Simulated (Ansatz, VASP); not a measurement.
## C in VASP and in Ansatz

```
CELL_PARAMETERS angstrom
-1.22267 -2.11645 0.00000
1.22267 -2.11645 0.00000
0.54341 -1.41097 13.45153
ATOMIC_POSITIONS crystal
C 0.31941 0.26385 0.12500
C 0.79163 0.62496 0.37500
C 0.26385 0.98607 0.62500
C 0.73607 0.34719 0.87500
C 0.65281 0.59726 0.12500
C 0.12504 0.95837 0.37500
C 0.59726 0.31948 0.62500
C 0.06948 0.68059 0.87500
```

Alike in both runs: task single point; functional LDA; k mesh 15 × 15 × 3; occupations gaussian, width 0.03 eV; no spin polarisation.

|  | VASP | Ansatz |
| --- | --- | --- |
| version | VASP 6.6.1 | Ansatz 0.2.0 |
| potentials or method | VASP PAW LDA potentials, release 64 (C), cutoff 520 eV | scalar-relativistic, plane waves, PAW |
| valence electrons in the cell | 32 | 32 |

Ansatz gave:

| Property | Result |
| --- | --- |
| gap on the k mesh at the Fermi level (eV) | 0.07 |
| least direct gap on the mesh (eV) | 0.07 |
| pressure (GPa) | 0.0 |
| traceless stress, the component that is largest in VASP (GPa) | 0.01 |
| rms of the force components (eV/Å) | 0.006 |

Problem. Which values does VASP return?

Solution. gap on the k mesh at the Fermi level (eV): 0.07; least direct gap on the mesh (eV): 0.07; pressure (GPa): 0.9; traceless stress, the component that is largest in VASP (GPa): -1.01; rms of the force components (eV/Å): 0.006.

Ansatz warns that its potentials were made for another functional, while VASP's fit it. LDA's correlation is that of Perdew and Zunger in VASP and of Perdew and Wang (1992) in Ansatz. Atom by atom the forces differ by 0.000 eV/Å (rms over components).
